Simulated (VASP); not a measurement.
A run of VASP 6.6.1 is set up as follows.

INCAR

```
PREC = Accurate
ENCUT = 520
EDIFF = 1E-6
ISMEAR = 0
SIGMA = 0.1
LREAL = F
LASPH = T
NELM = 80
ALGO = Normal
ISIF = 2
LWAVE = F
LCHARG = T
GGA = PS
LELF = T
LVHAR = T
NBANDS = 21
```

The input KPOINTS:

```
regular mesh
0
Gamma
  14 14 8
```

The input POSCAR:

```
ZrH
1.0
    3.2617972610      0.0000000000      0.0000000000
    0.0000000000      3.2617972610      0.0000000000
    0.0000000000      0.0000000000      5.0604977215
Zr H
2 2
Direct
    0.0000000000      0.5000000000      0.0000000000
    0.5000000000      0.0000000000      0.5000000000
    0.0000000000      0.0000000000      0.7500000000
    0.0000000000      0.0000000000      0.2500000000
```

Potentials or basis: VASP PAW PBE potentials, release 64 (Zr_sv, H).

Run with:

```sh
$ cat potpaw_PBE.64/Zr_sv/POTCAR potpaw_PBE.64/H/POTCAR > POTCAR
$ mpirun -np 1 vasp_std > vasp.out
```

Problem. What does it give for the pressure?

Solution. -6.3 GPa.

Problem. Predict the band gap on the k mesh.

Solution. Zero (bands 13 and 14 overlap by 0.89 eV).

Caveat: the cell stands under tension; the PAW data sets were made with another functional, which shifts forces and pressure a little.
